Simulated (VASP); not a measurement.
# GaN: single point with LDA

Crystal: GaN.

```
CELL_PARAMETERS angstrom
2.93110 0.00000 0.00000
-1.46555 2.53841 0.00000
0.00000 0.00000 5.13831
ATOMIC_POSITIONS crystal
Ga 0.33333 0.66667 0.99930
Ga 0.66667 0.33333 0.49930
N 0.33333 0.66667 0.37570
N 0.66667 0.33333 0.87570
```

```
Program                : VASP 6.6.1
Task                   : single point
Functional             : LDA
Potentials or basis    : VASP PAW LDA potentials, release 64 (Ga_d, N)
Cutoff                 : 520 eV
k mesh                 : 12 × 12 × 6
Occupations            : gaussian, width 0.05 eV
Spin                   : no spin polarisation
Dipole correction      : no
Further INCAR settings : ALGO = Normal; EDIFF = 1e-06; NBANDS = 26
```

| Quantity | Value |
| --- | --- |
| Pressure | 44.3 GPa |
| Largest force | 1.416 eV/Å |
| Band gap on the k mesh | 2.66 eV |

Forces on the atoms (eV/Å):
```
Ga   0.000  0.000  1.416
Ga   0.000  0.000  1.416
N    0.000  0.000 -1.416
N    0.000  0.000 -1.416
```

Stress tensor (GPa, compression positive):
```
59.13  0.00  0.00
 0.00 59.13  0.00
 0.00  0.00 14.74
```

Levels at points of the mesh, in eV from the valence-band top:
```tsv
k point	band 15	band 16	band 17	band 18	band 19	band 20	band 21	band 22
(0.00, 0.00, 0.00)	-1.00	-0.49	0.00	0.00	2.66	6.04	9.35	10.32
(0.50, 0.00, 0.00)	-5.16	-3.23	-2.93	-1.46	5.49	5.78	6.54	9.49
(0.00, 0.00, 0.50)	-0.51	-0.51	-0.51	-0.51	5.48	5.48	8.76	8.76
(0.50, 0.00, 0.50)	-2.75	-2.75	-2.41	-2.41	4.43	4.43	8.47	8.47
```

Run time: 23 s on 1 thread of Intel(R) Xeon(R) 6975P-C (Granite Rapids), with other jobs on the host, peak memory 0.18 GiB.

Caveat: the stress differs along the axes, from 15 to 59 GPa; forces of over 1 eV/Å act on the atoms, so gaps and moduli don't describe the material at rest. A hybrid or GW would open this gap; LDA tends to underestimate it.
